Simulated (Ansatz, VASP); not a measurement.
# CdF2 in VASP and in Ansatz

INCAR

```
SYSTEM = CdF2
PREC = Accurate
ENCUT = 520
EDIFF = 1E-6
ISMEAR = 0
SIGMA = 0.05
LREAL = .FALSE.
LASPH = .TRUE.
NELM = 80
ALGO = Normal
ISIF = 2
LWAVE = .FALSE.
LCHARG = .TRUE.
GGA = PS
LELF = .TRUE.
LVHAR = .TRUE.
NBANDS = 20
```

Contents of KPOINTS:

```
Automatic mesh
0
G
  8 8 8
  0 0 0
```

POSCAR

```
CdF2
1.0
    0.0000000000      2.7804817429      2.7254282044
    2.7804817429      0.0000000000      2.7254282044
    2.7804817429      2.7804817429      0.0000000000
Cd F
1 2
Direct
    0.0000000000      0.0000000000      0.0000000000
    0.2500000000      0.2500000000      0.2500000000
    0.7500000000      0.7500000000      0.7500000000
```

Input for Ansatz:

```yaml
crystal:
  lattice:
    - [0.0, 2.7804817429, 2.7254282044]
    - [2.7804817429, 0.0, 2.7254282044]
    - [2.7804817429, 2.7804817429, 0.0]
  atoms:
    - { symbol: Cd, position: [0.0, 0.0, 0.0] }
    - { symbol: F, position: [0.25, 0.25, 0.25] }
    - { symbol: F, position: [0.75, 0.75, 0.75] }
basis:
  ecutwfc: 520.0
kpoints:
  mp_grid: { grid: [8, 8, 8] }
hamiltonian:
  xc: pbesol
scf:
  occupations: { method: gaussian, width: 0.05 }
output:
  forces: true
  stress: true
  eigenvalues: true
```

Alike in both runs: task single point; functional PBEsol; k mesh 8 × 8 × 8; occupations gaussian, width 0.05 eV; no spin polarisation.

```csv
,VASP,Ansatz
version,VASP 6.6.1,Ansatz 0.2.0
potentials or method,"VASP PAW PBE potentials, release 64 (Cd, F), cutoff 520 eV","scalar-relativistic, plane waves, PAW"
valence electrons in the cell,26,34
```

VASP gave:

| Property | Result |
| --- | --- |
| gap on the k mesh at the Fermi level (eV) | 2.63 |
| least direct gap on the mesh (eV) | 3.21 |
| pressure (GPa) | -6.5 |
| traceless stress, the component that is largest in VASP (GPa) | 1.38 |

Problem. Estimate Ansatz's values.

Solution. gap on the k mesh at the Fermi level (eV): 2.66; least direct gap on the mesh (eV): 3.23; pressure (GPa): -6.9; traceless stress, the component that is largest in VASP (GPa): 1.40.

VASP's potentials were made for PBE, not for PBEsol. The functional is the same, so the differences come from potentials, cutoffs and numerics. VASP's potentials hold 26 valence electrons a cell and Ansatz's 34, so a difference there can come from the potentials and not from the codes.
